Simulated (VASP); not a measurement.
# Mg (Fm-3m) in VASP: relaxation of cell and atoms with LDA

Aim: the relaxation of cell and atoms of Mg with LDA.

Everything below comes from runs of VASP 6.6.1. Logs are shortened: lines on timing, memory, paths and dates and some standing lists are left out, and cuts for length are marked.

### 1 The cell of the first run

Symmetry: Fm-3m, No. 225, cubic system. Conventional cell: a = 4.530 Å, b = 4.530 Å, c = 4.530 Å, α = 90.00°, β = 90.00°, γ = 90.00°. Within 4.2 Å of Mg (site symmetry m-3m) lie 12 Mg at 3.20 Å.

This isn't the form of Mg at room conditions, which is hcp.

### 2 Relaxation of cell and atoms, LDA

Input file INCAR:

```
PREC     = Accurate       # precision mode
ENCUT    = 600            # plane-wave cutoff, eV
EDIFF    = 1E-7           # SCF threshold, eV
ISMEAR   = -1             # smearing method
SIGMA    = 0.05           # smearing width, eV
LREAL    = False          # projectors in reciprocal space
LASPH    = True           # aspherical terms in the spheres
NELM     = 120            # most SCF steps
ALGO     = Normal         # electronic algorithm
ISIF     = 3              # what is computed and relaxed
LWAVE    = False          # write WAVECAR
LCHARG   = False          # write CHGCAR
GGA      = CA             # functional
IBRION   = 2              # ionic algorithm
NSW      = 60             # ionic steps
EDIFFG   = -0.03          # ionic threshold
GGA_COMPAT= False        
NELMIN   = 4
```

Input file KPOINTS:

```
regular mesh
0
Gamma
  9 9 9
```

Input file POSCAR:

```
Mg
1.0
    0.0000000000      2.2650000000      2.2650000000
    2.2650000000      0.0000000000      2.2650000000
    2.2650000000      2.2650000000      0.0000000000
Mg
1
Direct
    0.0000000000      0.0000000000      0.0000000000
```

Potentials or basis: VASP PAW LDA potentials, release 64 (Mg).

Run with:

```sh
$ cat potpaw_LDA.64/Mg/POTCAR > POTCAR
$ mpirun -np 1 vasp_std > vasp.out
```

OUTCAR:

```text
PREC = Accurate
   ENCUT = 600
   EDIFF = 1E-7
   ISMEAR = -1
   LREAL = False
   LASPH = True
   NELM = 120
   ISIF = 3
   GGA = CA
   IBRION = 2
   NSW = 60
   EDIFFG = -0.03
   NELMIN = 4

 ion  position               nearest neighbor table
   1  0.000  0.000  0.000-

  LATTYP: Found a face centered cubic cell.
 ALAT       =     4.5300000000

  Lattice vectors:

 A1 = (   0.0000000000,   2.2650000000,   2.2650000000)
 A2 = (   2.2650000000,   0.0000000000,   2.2650000000)
 A3 = (   2.2650000000,   2.2650000000,   0.0000000000)

Analysis of symmetry for initial positions (statically):
=====================================================================
 Subroutine PRICEL returns:
 Original cell was already a primitive cell.

 Routine SETGRP: Setting up the symmetry group for a
 face centered cubic supercell.

 Subroutine GETGRP returns: Found 48 space group operations
 (whereof 48 operations were pure point group operations)
 out of a pool of 48 trial point group operations.

The static configuration has the point symmetry O_h .

Analysis of symmetry for dynamics (positions and initial velocities):
=====================================================================
 Subroutine PRICEL returns:
 Original cell was already a primitive cell.

 Routine SETGRP: Setting up the symmetry group for a
 face centered cubic supercell.

 Subroutine GETGRP returns: Found 48 space group operations
 (whereof 48 operations were pure point group operations)
 out of a pool of 48 trial point group operations.

The dynamic configuration has the point symmetry O_h .

 Subroutine INISYM returns: Found 48 space group operations
 (whereof 48 operations are pure point group operations),
 and found     1 'primitive' translations

----------------------------------------------------------------------------------------

                                     Primitive cell

  volume of cell :      23.2399

  direct lattice vectors                    reciprocal lattice vectors
     0.000000000  2.265000000  2.265000000    -0.220750552  0.220750552  0.220750552
     2.265000000  0.000000000  2.265000000     0.220750552 -0.220750552  0.220750552
     2.265000000  2.265000000  0.000000000     0.220750552  0.220750552 -0.220750552

  length of vectors
     3.203193719  3.203193719  3.203193719     0.382351172  0.382351172  0.382351172

  position of ions in fractional coordinates (direct lattice)
     0.000000000  0.000000000  0.000000000

  ion indices of the primitive-cell ions
   primitive index   ion index
                 1           1

----------------------------------------------------------------------------------------

 KPOINTS: regular mesh

Automatic generation of k-mesh.
 Grid dimensions read from file:
 generate k-points for:    9    9    9

 Generating k-lattice:

  Cartesian coordinates                     Fractional coordinates (reciprocal lattice)
    -0.024527839  0.024527839  0.024527839     0.111111111  0.000000000  0.000000000
     0.024527839 -0.024527839  0.024527839     0.000000000  0.111111111  0.000000000
     0.024527839  0.024527839 -0.024527839     0.000000000  0.000000000  0.111111111

  Length of vectors
     0.042483464  0.042483464  0.042483464

  Shift w.r.t. Gamma in fractional coordinates (k-lattice)
     0.000000000  0.000000000  0.000000000

 Subroutine IBZKPT returns following result:
 ===========================================

 Found     35 irreducible k-points:

 Following reciprocal coordinates:
            Coordinates               Weight
  0.000000  0.000000  0.000000      1.000000
  0.111111  0.000000  0.000000      8.000000
  0.222222  0.000000  0.000000      8.000000
  0.333333  0.000000  0.000000      8.000000
  0.444444  0.000000  0.000000      8.000000
  0.111111  0.111111  0.000000      6.000000
[... 16 lines left out ...]
 -0.333333  0.333333  0.000000     12.000000
  0.444444  0.444444  0.000000      6.000000
 [... further k-points ...]
   k-points           NKPTS =     35   k-points in BZ     NKDIM =     35   number of bands    NBANDS=      5
   number of dos      NEDOS =    301   number of ions     NIONS =      1
   total plane-waves  NPLWV =  21952
   dimension x,y,z NGX =    28 NGY =   28 NGZ =   28
   dimension x,y,z NGXF=    56 NGYF=   56 NGZF=   56
   ions per type =               1
   NGX,Y,Z   is equivalent  to a cutoff of  14.53, 14.53, 14.53 a.u.
   NGXF,Y,Z  is equivalent  to a cutoff of  29.06, 29.06, 29.06 a.u.
 SYSTEM =  unknown system
   PREC   = accura    normal or accurate (medium, high low for compatibility)
   ISTART =      0    job   : 0-new  1-cont  2-samecut
   ICHARG =      2    charge: 1-file 2-atom 10-const
   ISPIN  =      1    spin polarized calculation?
   LNONCOLLINEAR =      F non collinear calculations
   LSORBIT =      F    spin-orbit coupling
   LASPH  =      T    aspherical Exc in radial PAW
   ENCUT  =  600.0 eV  44.10 Ry    6.64 a.u.   6.40  6.40  6.40*2*pi/ulx,y,z
   NELM   =    120;   NELMIN=  4; NELMDL= -5     # of ELM steps
   EDIFF  = 0.1E-06   stopping-criterion for ELM
   LREAL  =      F    real-space projection
   EDIFFG = -.3E-01   stopping-criterion for IOM
   NSW    =     60    number of steps for IOM
   IBRION =      2    ionic relax: 0-MD 1-quasi-New 2-CG
   NFREE  =      1    steps in history (QN), initial steepest desc. (CG)
   ISIF   =      3    stress and relaxation
   ISYM   =      2    0-nonsym 1-usesym 2-fastsym
   POTIM  = 0.5000    time-step for ionic-motion
   TEBEG  =    0.0;   TEEND  =   0.0 temperature during run
   PSTRESS=    0.0 pullay stress
   NELECT =       2.0000    total number of electrons
   NUPDOWN=      -1.0000    fix difference up-down
   EMIN   =  10.00;   EMAX   =-10.00  energy-range for DOS
   EFERMI =   0.00;   METHOD = LEGACY
   ISMEAR =    -1;   SIGMA  =   0.05  broadening in eV -4-tet -1-fermi 0-gaus
   EFERMI_NEDOS =   21; number of points for ismear=-14 and -15
   IALGO  =     38    algorithm
   IMIX   =      4    mixing-type and parameters
     AMIX     =   0.40;   BMIX     =  1.00
     AMIX_MAG =   1.60;   BMIX_MAG =  1.00
  volume/ion in A,a.u.               =      23.24       156.83
  Fermi-wavevector in a.u.,A,eV,Ry     =   0.722781  1.365858  7.107848  0.522412
  Thomas-Fermi vector in A             =   1.812831
   LORBIT       =      0    0 simple, 1 ext, 2 COOP (PROOUT), +10 PAW based schemes
   GGA     = CA    functional components
   LHFCALC =     F    Hartree Fock is set to
   AEXX    =    0.0000 exact exchange contribution
   IVDW    =     0    specifies the selected vdW correction
   LEPSILON=     F    determine dielectric tensor
   LRPA    =     F    only Hartree local field effects (RPA)
 conjugate gradient relaxation of ions
 non-spin polarized calculation
  energy-cutoff  :      600.00
  volume of cell :       23.24
 maximum number of plane-waves:       785
 NGX is ok and might be reduce to    28
   NGX = 13   NGY = 13   NGZ = 13

--------------------------------------- Ionic step        1  -------------------------------------------

 number of electron       2.0000000 magnetization

 Free energy of the ion-electron system (eV)
  ---------------------------------------------------
  ext. energy  EPLUGINS =         0.00000000
  ---------------------------------------------------
  free energy    TOTEN  =        -1.77904605 eV

  energy without entropy =       -1.77565181  energy(sigma->0) =       -1.77734893

------------------------ aborting loop because EDIFF is reached ----------------------------------------

  FORCE on cell =-STRESS in cart. coord.  units (eV):
  Direction    XX          YY          ZZ          XY          YZ          ZX
  --------------------------------------------------------------------------------------
  -------------------------------------------------------------------------------------
  Total       -0.3692622     -0.3692622     -0.3692622     -0.0000000     -0.0000000      0.0000000
  in kB      -25.4572134    -25.4572134    -25.4572134     -0.0000000     -0.0000000      0.0000000
  external PRESSURE =     -25.4572134 kB  Pullay stress =       0.0000000 kB
[... 55 lines left out ...]
  energy  without entropy=       -1.7883523602  energy(sigma->0) =       -1.79018891

--------------------------------------- Ionic step        3  -------------------------------------------

 number of electron       2.0000000 magnetization

 Free energy of the ion-electron system (eV)
  ---------------------------------------------------
  ext. energy  EPLUGINS =         0.00000000
  ---------------------------------------------------
  free energy    TOTEN  =        -1.79311788 eV

  energy without entropy =       -1.78933486  energy(sigma->0) =       -1.79122637

 E-fermi :   2.7335     XC(G=0):  -8.8795

 val. band max:        2.7206178476   @ k =  -0.4444   0.4444   0.0000
 cond. band min:       2.8569721818   @ k =  -0.3333   0.4444   0.2222
 fundamental gap:      0.1363543342
 Fermi energy:         2.7334610308

 k-point     1 :       0.0000    0.0000    0.0000
  band No.  band energies     occupation
      1      -4.3931      2.00000
      2      15.4622      0.00000
      3      15.4622      0.00000
      4      15.4622      0.00000
      5      17.5966      0.00000

 k-point     2 :       0.1111    0.0000    0.0000
  band No.  band energies     occupation
      1      -4.1078      2.00000
      2      12.4396      0.00000
      3      14.9783      0.00000
      4      14.9783      0.00000
      5      17.4509      0.00000
[... 169 lines left out ...]
 k-point    24 :       0.4444    0.4444    0.0000
  band No.  band energies     occupation
      1       1.4713      2.00000
      2       4.8433      0.00000
      3       9.1080      0.00000
      4      10.0602      0.00000
      5      10.0602      0.00000

 [... further k-points ...]

------------------------ aborting loop because EDIFF is reached ----------------------------------------

  FORCE on cell =-STRESS in cart. coord.  units (eV):
  Direction    XX          YY          ZZ          XY          YZ          ZX
  --------------------------------------------------------------------------------------
  -------------------------------------------------------------------------------------
  Total       -0.0051499     -0.0051499     -0.0051499      0.0000000      0.0000000     -0.0000000
  in kB       -0.3820453     -0.3820453     -0.3820453      0.0000000      0.0000000     -0.0000000
  external PRESSURE =      -0.3820453 kB  Pullay stress =       0.0000000 kB
[... 16 lines left out ...]
  FREE ENERGIE OF THE ION-ELECTRON SYSTEM (eV)
  ---------------------------------------------------
  free  energy   TOTEN  =        -1.7931178779 eV

  energy  without entropy=       -1.7893348555  energy(sigma->0) =       -1.79122637

 reached required accuracy - stopping structural energy minimisation
```

It took 5.1 s on 1 thread of Intel Xeon 6975P-C (Granite Rapids), shared host; peak memory 0.14 GiB.

Results:

| Quantity | Value |
| --- | --- |
| Free energy | -1.7931 eV |
| Relaxed volume | 21.60 Å³/atom |
| Relaxed cell | a = 3.126 Å, b = 3.126 Å, c = 3.126 Å, α = 60.00°, β = 60.00°, γ = 60.00° |
| Space group after relaxing (to 0.1 Å) | Fm-3m (No. 225) |
| Energy gained by relaxing | 14.1 meV/atom |
| Ionic steps | 3 |
| Pressure after relaxing | 0.0 GPa |
| Band gap on the k mesh | zero (bands 1 and 2 overlap by 1.45 eV) |

Step by step:
```csv
step,energy change (eV),largest force (eV/Å),pressure (GPa),volume (Å³)
1,0.0000,0.0000,-2.55,23.24
2,-0.0130,0.0000,-0.78,22.02
3,-0.0141,0.0000,-0.04,21.60
```

Final structure:
```cif
data_structure
_symmetry_space_group_name_H-M 'P 1'
_symmetry_Int_Tables_number 1
_cell_length_a 3.1259
_cell_length_b 3.1259
_cell_length_c 3.1259
_cell_angle_alpha 60.000
_cell_angle_beta 60.000
_cell_angle_gamma 60.000
_cell_volume 21.60
loop_
_atom_site_label
_atom_site_type_symbol
_atom_site_fract_x
_atom_site_fract_y
_atom_site_fract_z
_atom_site_occupancy
Mg1 Mg 0.00000 0.00000 0.00000 1
```

Levels at points of the mesh, in eV from the Fermi level:
| k point | band 1 | band 2 | band 3 | band 4 |
| --- | --- | --- | --- | --- |
| (0.00, 0.00, 0.00) | -7.13 | 12.73 | 12.73 | 12.73 |

The gap in the log of VASP goes by the Fermi energy; the results here count the filled bands.